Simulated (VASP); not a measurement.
# SiC in VASP: a series of runs, part 2 of 2

VASP 6.6.1. The steps go on from the part before.

## 5. Single point, LDA (atoms displaced along a vibrational mode, the cell strained)

INCAR

```
SYSTEM = SiC
PREC = Accurate
ENCUT = 600
EDIFF = 1E-6
ISMEAR = 0
SIGMA = 0.05
LREAL = .False.
LASPH = .True.
NELM = 120
ALGO = Normal
ISIF = 2
LWAVE = .False.
LCHARG = .False.
NBANDS = 16
GGA_COMPAT = .False.
```

KPOINTS

```
regular mesh
0
Gamma
  10 10 6
  0 0 0
```

POSCAR

```
SiC
1.0
    0.0000000000     -2.1644105396     -2.3159192774
    0.0000000000      2.1644105396     -2.3159192774
    4.3288210792      0.0000000000      0.0000000000
Si C
2 2
Direct
    0.5027721173      0.5027721173      0.5000000000
   -0.0027721173     -0.0027721173      0.0000000000
    0.0018766991      0.4981233009      0.2500000000
    0.4981233009      0.0018766991      0.7500000000
```

Potentials or basis: VASP PAW LDA potentials, release 64 (Si, C).

Launch:

```bash
$ cat potpaw_LDA.64/Si/POTCAR potpaw_LDA.64/C/POTCAR > POTCAR
$ mpirun -np 1 vasp_std > vasp.out
```

OUTCAR:

```text
SYSTEM = SiC
   PREC = Accurate
   ENCUT = 600
   EDIFF = 1E-6
   ISMEAR = 0
   LREAL = .False.
   LASPH = .True.
   NELM = 120
   ISIF = 2

 ion  position               nearest neighbor table
   1  0.503  0.503  0.500-   3 1.92   4 1.92   4 1.92   3 1.92   2 3.06   2 3.06   2 3.06   2 3.06

   2  0.997  0.997  0.000-   3 1.92   4 1.92   4 1.92   3 1.92   1 3.06   1 3.06   1 3.06   1 3.06

   3  0.002  0.498  0.250-   1 1.92   2 1.92   1 1.92   2 1.92
   4  0.498  0.002  0.750-   1 1.92   2 1.92   1 1.92   2 1.92

  LATTYP: Found a base centered orthorhombic cell.
 ALAT       =     4.3288210792
 B/A-ratio  =     1.0700000000
 C/A-ratio  =     1.0000000000

  Lattice vectors:

 A1 = (   0.0000000000,  -2.1644105396,   2.3159192774)
 A2 = (   0.0000000000,  -2.1644105396,  -2.3159192774)
 A3 = (   4.3288210792,   0.0000000000,   0.0000000000)

Analysis of symmetry for initial positions (statically):
=====================================================================
 Subroutine PRICEL returns:
 Original cell was already a primitive cell.

[... 179 lines left out ...]
 cond. band min:       8.7074046021   @ k =   0.5000   0.5000   0.0000
 fundamental gap:      0.9911240913
 Fermi energy:         7.9331573034

 k-point     1 :       0.0000    0.0000    0.0000
  band No.  band energies     occupation
      1      -7.4120      2.00000
      2      -2.3542      2.00000
      3       0.1511      2.00000
      4       4.1667      2.00000
      5       4.2894      2.00000
      6       7.2104      2.00000
[... 433 lines left out ...]
      3       0.7371      2.00000
      4       1.6785      2.00000
      5       3.2906      2.00000
      6       3.6233      2.00000
[... 8 lines left out ...]
     15      19.3193      0.00000
     16      19.3522      0.00000

 [... further k-points ...]

------------------------ aborting loop because EDIFF is reached ----------------------------------------

  FORCE on cell =-STRESS in cart. coord.  units (eV):
  Direction    XX          YY          ZZ          XY          YZ          ZX
  --------------------------------------------------------------------------------------
  -------------------------------------------------------------------------------------
  Total       -1.9115632     -1.9144618     -7.2519413      0.0000000      0.0000000      0.0000000
  in kB      -70.5726700    -70.6796844   -267.7331672      0.0000000      0.0000000      0.0000000
  external PRESSURE =    -136.3285072 kB  Pullay stress =       0.0000000 kB

 VOLUME and BASIS-vectors are now :
 -----------------------------------------------------------------------------
  energy-cutoff  :      600.00
  volume of cell :       43.40
      direct lattice vectors                 reciprocal lattice vectors
     0.000000000 -2.164410540 -2.315919277     0.000000000 -0.231009779 -0.215896990
     0.000000000  2.164410540 -2.315919277     0.000000000  0.231009779 -0.215896990
     4.328821079  0.000000000  0.000000000     0.231009779  0.000000000  0.000000000

 POSITION                                       TOTAL-FORCE (eV/Angst)
 -----------------------------------------------------------------------------------
      2.16441      0.00000     -2.32876         0.000000      0.000000      0.161985
      0.00000      0.00000     -4.61900         0.000000      0.000000     -0.161985
      1.08221      1.07408     -1.15796        -0.000000      0.055288     -0.000000
      3.24662     -1.07408     -1.15796         0.000000     -0.055288     -0.000000
 -----------------------------------------------------------------------------------
    total drift:                               -0.000000     -0.000000     -0.000000

  FREE ENERGIE OF THE ION-ELECTRON SYSTEM (eV)
  ---------------------------------------------------
  free  energy   TOTEN  =       -33.0516702191 eV

  energy  without entropy=      -33.0516702191  energy(sigma->0) =      -33.05167022
```

OSZICAR:

```text
N       E                     dE             d eps       ncg     rms          rms(c)
DAV:   1     0.246663381937E+02    0.24666E+02   -0.76302E+03  3984   0.975E+02
DAV:   2    -0.340178851812E+02   -0.58684E+02   -0.53010E+02  5528   0.163E+02
DAV:   3    -0.368071644435E+02   -0.27893E+01   -0.27758E+01  5296   0.323E+01
DAV:   4    -0.368306172411E+02   -0.23453E-01   -0.23449E-01  4744   0.368E+00
DAV:   5    -0.368308706609E+02   -0.25342E-03   -0.25339E-03  5200   0.363E-01    0.121E+01
DAV:   6    -0.331596989968E+02    0.36712E+01   -0.66490E+00  5088   0.159E+01    0.545E+00
DAV:   7    -0.330971787880E+02    0.62520E-01   -0.11087E+00  5272   0.604E+00    0.235E+00
DAV:   8    -0.330571102602E+02    0.40069E-01   -0.63674E-02  4632   0.154E+00    0.626E-01
DAV:   9    -0.330515749825E+02    0.55353E-02   -0.80530E-03  5256   0.609E-01    0.120E-01
DAV:  10    -0.330516685291E+02   -0.93547E-04   -0.83112E-04  4632   0.170E-01    0.666E-02
DAV:  11    -0.330516708073E+02   -0.22782E-05   -0.32904E-05  5240   0.400E-02    0.166E-02
DAV:  12    -0.330516702191E+02    0.58814E-06   -0.69390E-06  4848   0.161E-02
   1 F= -.33051670E+02 E0= -.33051670E+02  d E =-.582432E-12
```

stdout:

```text
POSCAR found type information on POSCAR SiC
 POSCAR found :  2 types and       4 ions
 scaLAPACK will be used
 LDA part: xc-table for (Slater(with rela. corr.)+CA(PZ))
 , standard interpolation
 POSCAR, INCAR and KPOINTS ok, starting setup
 FFT: planning ... GRIDC
 FFT: planning ... GRID_SOFT
 FFT: planning ... GRID
 WAVECAR not read
 entering main loop
```

Wall time 30 s (1 thread of Intel Xeon 6975P-C (Granite Rapids), shared host); peak memory 0.2 GiB.

What came out:

| Item | Value |
| --- | --- |
| Free energy | -33.0517 eV |
| Pressure | -13.6 GPa |
| Largest force | 0.162 eV/Å |
| Band gap on the k mesh | 0.99 eV |

Forces in eV/Å, atoms in the order of the input:
```
Si   0.000  0.000  0.162
Si   0.000  0.000 -0.162
C    0.000  0.055  0.000
C    0.000 -0.055  0.000
```

Stress tensor (GPa, compression positive):
```
 -7.06   0.00   0.00
  0.00  -7.07   0.00
  0.00   0.00 -26.77
```

Caveat: the cell differs from its parent crystal (atoms displaced along a vibrational mode, the cell strained); the cell stands under tension.

## 6. Overview

| cell | gap on the mesh (eV) | pressure (GPa) | largest force (eV/Å) |
| --- | --- | --- | --- |
| a = 3.133, b = 3.133, c = 4.329 Å, angles 90.0, 90.0, 87.4°, 4 atoms, atomic positions A | 1.09 | -9.5 | - |
| a = 3.133, b = 3.133, c = 4.329 Å, angles 90.0, 90.0, 87.4°, 4 atoms, atomic positions B | 1.07 | -9.5 | 0.66 |
| a = 3.170, b = 3.170, c = 4.329 Å, angles 90.0, 90.0, 86.1°, 4 atoms, atomic positions C | 0.98 | -13.6 | 0.49 |
| a = 3.170, b = 3.170, c = 4.329 Å, angles 90.0, 90.0, 86.1°, 4 atoms, atomic positions D | 0.99 | -13.6 | 0.16 |

Alike in all rows: task single point; level LDA; potentials or basis VASP PAW LDA potentials, release 64 (Si, C); no spin polarisation; k mesh 10 × 10 × 6; cutoff (eV) 600; smearing gaussian 0.05 eV.

Caveats: the cell stands under tension.

Absolute energies hang on the potentials; compare differences alone.
